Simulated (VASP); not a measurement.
Crystal: Zr3N4.

```
CELL_PARAMETERS angstrom
-3.37000 3.37000 3.37000
3.37000 -3.37000 3.37000
3.37000 3.37000 -3.37000
ATOMIC_POSITIONS crystal
Zr 0.25000 0.62500 0.37500
Zr 0.37500 0.25000 0.62500
Zr 0.75000 0.87500 0.12500
Zr 0.12500 0.75000 0.87500
Zr 0.62500 0.37500 0.25000
Zr 0.87500 0.12500 0.75000
N 0.12600 0.12600 0.12600
N 0.87400 0.50000 0.00000
N 0.50000 0.00000 0.37400
N 0.00000 0.87400 0.50000
N 0.37400 0.50000 0.00000
N 0.62600 0.62600 0.62600
N 0.00000 0.37400 0.50000
N 0.50000 0.00000 0.87400
```

```yaml
Program: VASP 6.6.1
Task: relaxation of the atoms
Functional: PBE
Potentials_or_basis: VASP PAW PBE potentials, release 64 (Zr_sv, N)
Cutoff: 520 eV
k_mesh: 6 × 6 × 6
Occupations: fermi-dirac, width 0.02 eV
Spin: no spin polarisation
```

At the start: pressure 7.9 GPa; volume 10.94 Å³/atom.

Q: Where does the relaxation end?

A: Over 4 steps the energy falls by 7.0 meV/atom at a fixed cell; space group I-43d (No. 220, to 0.1 Å) before and after.

Step by step:
| step | energy change (eV) | largest force (eV/Å) | pressure (GPa) |
| --- | --- | --- | --- |
| 1 | 0.0000 | 0.3356 | 7.88 |
| 2 | -0.0384 | 0.2582 | 6.94 |
| 3 | -0.0962 | 0.0408 | 4.49 |
| 4 | -0.0977 | 0.0002 | 4.10 |

Final structure:
```yaml
crystal:
  lattice:
    - [-3.37000, 3.37000, 3.37000]
    - [3.37000, -3.37000, 3.37000]
    - [3.37000, 3.37000, -3.37000]
  atoms:
    - { symbol: Zr, position: [0.25000, 0.62500, 0.37500] }
    - { symbol: Zr, position: [0.37500, 0.25000, 0.62500] }
    - { symbol: Zr, position: [0.75000, 0.87500, 0.12500] }
    - { symbol: Zr, position: [0.12500, 0.75000, 0.87500] }
    - { symbol: Zr, position: [0.62500, 0.37500, 0.25000] }
    - { symbol: Zr, position: [0.87500, 0.12500, 0.75000] }
    - { symbol: N, position: [0.13866, 0.13866, 0.13866] }
    - { symbol: N, position: [0.86134, 0.50000, 0.00000] }
    - { symbol: N, position: [0.50000, 0.00000, 0.36134] }
    - { symbol: N, position: [0.00000, 0.86134, 0.50000] }
    - { symbol: N, position: [0.36134, 0.50000, 0.00000] }
    - { symbol: N, position: [0.63866, 0.63866, 0.63866] }
    - { symbol: N, position: [0.00000, 0.36134, 0.50000] }
    - { symbol: N, position: [0.50000, 0.00000, 0.86134] }
```
